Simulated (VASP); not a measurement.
Write the native input for VASP 6.6.1 that does the following.

* Task: single point
* Functional: LDA
* Potentials or basis: VASP PAW LDA potentials, release 64 (Hf_pv)
* Cutoff: 520 eV
* k mesh: 8 × 8 × 8
* Occupations: methfessel-paxton, width 0.1 eV
* Spin: no spin polarisation
* Dipole correction: no
* Further INCAR settings: ALGO = Normal; EDIFF = 1e-07; NBANDS = 22

The structure of Hf lies in POSCAR:

```
Hf
1.0
   -2.0920000000      2.0920000000      4.3530460000
    2.0920000000     -2.0920000000      4.3530460000
    2.0920000000      2.0920000000     -4.3530460000
Hf
3
Direct
    0.7500000000      0.2500000000      0.5000000000
    0.2500000000      0.7500000000      0.5000000000
    0.5000000000      0.5000000000      0.0000000000
```

One way to write it, as run:

INCAR

```
SYSTEM = Hf
ALGO = Normal
EDIFF = 1E-7
ENCUT = 520
ISIF = 2
ISMEAR = 1
LASPH = .True.
LCHARG = .False.
LREAL = .False.
LWAVE = .False.
NBANDS = 22
NELM = 60
PREC = Accurate
SIGMA = 0.1
```

KPOINTS

```
k-points
0
Gamma
  8 8 8
  0 0 0
```

Potentials or basis: VASP PAW LDA potentials, release 64 (Hf_pv).

Launch:

```console
$ cat potpaw_LDA.64/Hf_pv/POTCAR > POTCAR
$ mpirun -np 1 vasp_std > vasp.out
```

It gave:

```
Pressure               : -5.0 GPa
Band gap on the k mesh : zero (bands 15 and 16 overlap by 1.62 eV)
```

Caveat: the cell stands under tension; spin-orbit coupling is left out, which moves the levels of the heavy elements.

Run time: 2.6 min on 1 thread of Intel Xeon 8259CL, on a shared host, peak memory 0.23 GiB.
